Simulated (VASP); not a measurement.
Write the native input for VASP 6.6.1 that does the following.

```
Task                   : single point
Functional             : LDA
Potentials or basis    : VASP PAW LDA potentials, release 64 (W_sv)
Cutoff                 : 520 eV
k mesh                 : 15 × 15 × 8
Occupations            : fermi-dirac, width 0.1 eV
Spin                   : no spin polarisation
Dipole correction      : no
Further INCAR settings : ALGO = Normal; EDIFF = 1e-06; NBANDS = 21
```

The structure of W lies in POSCAR:

```
W
1.0
    2.6618207039      0.0000000000      0.0000000000
   -1.3309103520      2.3052043499      0.0000000000
    0.0000000000      0.0000000000      4.7239265942
W
2
Direct
    0.3333333333      0.6666666667      0.2500000000
    0.6666666667      0.3333333333      0.7500000000
```

This cell differs from its parent crystal: volume scaled by 0.92.

The input as run:

INCAR

```
SYSTEM = W
PREC = Accurate
ENCUT = 520
EDIFF = 1E-6
ISMEAR = -1
SIGMA = 0.1
LREAL = .False.
LASPH = .True.
NELM = 100
ALGO = Normal
ISIF = 2
LWAVE = .False.
LCHARG = .False.
NBANDS = 21
```

KPOINTS

```
regular mesh
0
Gamma
  15 15 8
  0 0 0
```

Potentials or basis: VASP PAW LDA potentials, release 64 (W_sv).

Run with:

```sh
$ cat potpaw_LDA.64/W_sv/POTCAR > POTCAR
$ mpirun -np 1 vasp_std > vasp.out
```

It gave:

* Pressure: 32.8 GPa
* Band gap on the k mesh: zero (band 14 reaches 14.00 eV, above the bottom of band 15 at 11.68 eV)

Caveat: spin-orbit coupling is left out, which moves the levels of the heavy elements.

It took 42 s on 1 thread of Intel(R) Xeon(R) Platinum 8259CL CPU @ 2.50GHz (Skylake/Cascade Lake), with other jobs on the host, peak memory 0.18 GiB.
